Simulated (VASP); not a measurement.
BeTe:

```xyz
2
Lattice="0.0000 2.7700 2.7700 2.7700 0.0000 2.7700 2.7700 2.7700 0.0000" Properties=species:S:1:pos:R:3 pbc="T T T"
Be    0.0000    0.0000    0.0000
Te    1.3850    1.3850    1.3850
```

* Program: VASP 6.6.1
* Task: relaxation of cell and atoms
* Functional: PBEsol
* Potentials or basis: VASP PAW PBE potentials, release 64 (Be, Te)
* Cutoff: 600 eV
* k mesh: 8 × 8 × 8
* Occupations: gaussian, width 0.02 eV
* Spin: no spin polarisation

At the start: pressure 2.5 GPa; volume 21.25 Å³/atom.

**Question.** Where does the relaxation end?

**Answer.** Over 3 steps the energy falls by 6.5 meV/atom and the volume is 22.10 Å³/atom (+4.0 %); space group F-43m (No. 216, to 0.1 Å) before and after.

Step by step:
| step | energy change (eV) | largest force (eV/Å) | pressure (GPa) | volume (Å³) |
| --- | --- | --- | --- | --- |
| 1 | 0.0000 | 0.0000 | 2.54 | 42.51 |
| 2 | -0.0122 | 0.0000 | -0.55 | 44.61 |
| 3 | -0.0129 | 0.0000 | 0.00 | 44.19 |

Final structure:
```xyz
2
Lattice="0.0000 2.8061 2.8061 2.8061 0.0000 2.8061 2.8061 2.8061 0.0000" Properties=species:S:1:pos:R:3 pbc="T T T"
Be    0.0000    0.0000    0.0000
Te    1.4031    1.4031    1.4031
```

Caveat: the PAW data sets were made with another functional, which shifts forces and pressure a little.
